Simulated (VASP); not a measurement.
CdS, 2 atoms in the cell. Symmetry: F-43m, No. 216, cubic system. Conventional cell: a = 5.825 Å, b = 5.825 Å, c = 5.825 Å, α = 90.00°, β = 90.00°, γ = 90.00°. Cd (site symmetry -43m) has 4 S at 2.52 Å within 3.3 Å. S (site symmetry -43m) has 4 Cd at 2.52 Å within 3.3 Å. 

```yaml
Program: VASP 6.6.1
Task: single point
Functional: PBEsol
Potentials_or_basis: VASP PAW PBE potentials, release 64 (Cd, S)
Cutoff: 500 eV
k_mesh: 7 × 7 × 7
Occupations: gaussian, width 0.01 eV
Spin: no spin polarisation
Dipole_correction: no
Further_INCAR_settings: ALGO = Normal; EDIFF = 1e-06; NBANDS = 16
```

Potentials or basis: VASP PAW PBE potentials, release 64 (Cd, S).

Command:

```bash
$ cat potpaw_PBE.64/Cd/POTCAR potpaw_PBE.64/S/POTCAR > POTCAR
$ mpirun -np 1 vasp_std > vasp.out
```

Hardware: 1 thread of Intel(R) Xeon(R) Platinum 8259CL CPU @ 2.50GHz (Skylake/Cascade Lake), on a shared host.

Task: Estimate the wall time of this run.

Result: Run time: 15 s on 1 thread of Intel(R) Xeon(R) Platinum 8259CL CPU @ 2.50GHz (Skylake/Cascade Lake), with other jobs on the host, peak memory 0.17 GiB. Counts: scf iterations 13, k points 20.
